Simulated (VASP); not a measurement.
A run of VASP 6.6.1 is set up as follows.

INCAR

```
SYSTEM = B
  PREC = Accurate
  ENCUT = 520
  EDIFF = 1E-6
  ISMEAR = -1
  SIGMA = 0.05
  LREAL = .False.
  LASPH = .True.
  NELM = 60
  ALGO = Normal
  ISIF = 2
  LWAVE = .False.
  LCHARG = .True.
  GGA = CA
  LELF = .True.
  LVHAR = .True.
  NBANDS = 10
```

Contents of KPOINTS:

```
regular mesh
0
Gamma
  13 13 13
  0 0 0
```

Contents of POSCAR:

```
B
1.0
    0.0000000000      2.0103628793      2.0103628793
    2.0103628793      0.0000000000      2.0103628793
    2.0103628793      2.0103628793      0.0000000000
B
2
Direct
   -0.1250000000     -0.1250000000     -0.1250000000
    0.1250000000      0.1250000000      0.1250000000
```

Potentials or basis: VASP PAW LDA potentials, release 64 (B).

The run is started by

```bash
$ cat potpaw_LDA.64/B/POTCAR > POTCAR
$ mpirun -np 1 vasp_std > vasp.out
```

(1) Estimate the band gap on the k mesh.

(2) Predict the pressure.

## Answers

(1) zero (band 3 reaches 8.07 eV, above the bottom of band 4 at 1.35 eV).

(2) -2.3 GPa.
